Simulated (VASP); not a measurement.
Wanted: the native input for a VASP 6.6.1 run.

| Property | Result |
| --- | --- |
| Task | single point |
| Functional | PBE |
| Potentials or basis | VASP PAW PBE potentials, release 64 (Co, O) |
| Cutoff | 520 eV |
| k mesh | 9 × 9 × 9 |
| Occupations | fermi-dirac, width 0.02 eV |
| Spin | collinear spin, zero start |
| Starting moments | [0.0, 0.0] μB |
| Fixed moment | 0 μB |
| Hubbard terms | Co d U = 4.8 eV |
| Dipole correction | no |
| Further INCAR settings | ALGO = Normal; EDIFF = 1e-06; NBANDS = 18 |

The structure of CoO lies in POSCAR:

```
CoO
1.0
    0.0000000000      2.1315000000      2.1315000000
    2.1315000000      0.0000000000      2.1315000000
    2.1315000000      2.1315000000      0.0000000000
Co O
1 1
Direct
    0.0000000000      0.0000000000      0.0000000000
    0.5000000000      0.5000000000      0.5000000000
```

One way to write it, as run:

INCAR

```
PREC = Accurate
ENCUT = 520
EDIFF = 1E-6
ISMEAR = -1
SIGMA = 0.02
LREAL = F
LASPH = T
NELM = 150
ALGO = Normal
ISIF = 2
LWAVE = F
LCHARG = F
ISPIN = 2
MAGMOM = 0 0
LORBIT = 11
NUPDOWN = 0.0
LMAXMIX = 4
LDAU = T
LDAUTYPE = 2
LDAUL = 2 -1
LDAUU = 4.8 0
LDAUJ = 0 0
LDAUPRINT = 1
GGA = PE
NBANDS = 18
```

KPOINTS

```
regular mesh
0
Gamma
  9 9 9
```

Potentials or basis: VASP PAW PBE potentials, release 64 (Co, O).

Command:

```bash
$ cat potpaw_PBE.64/Co/POTCAR potpaw_PBE.64/O/POTCAR > POTCAR
$ mpirun -np 1 vasp_std > vasp.out
```

Results of the run:

* Pressure: -19.8 GPa
* Net moment: 0.00 μB per cell
* Valence electrons inside the program's atomic spheres: Co 7.95; O 4.94

Caveat: the cell stands under tension; the total moment is fixed, so each spin has its own Fermi level.

Run time: 22 s on 1 thread of Intel(R) Xeon(R) 6975P-C (Granite Rapids), with other jobs on the host, peak memory 0.15 GiB.
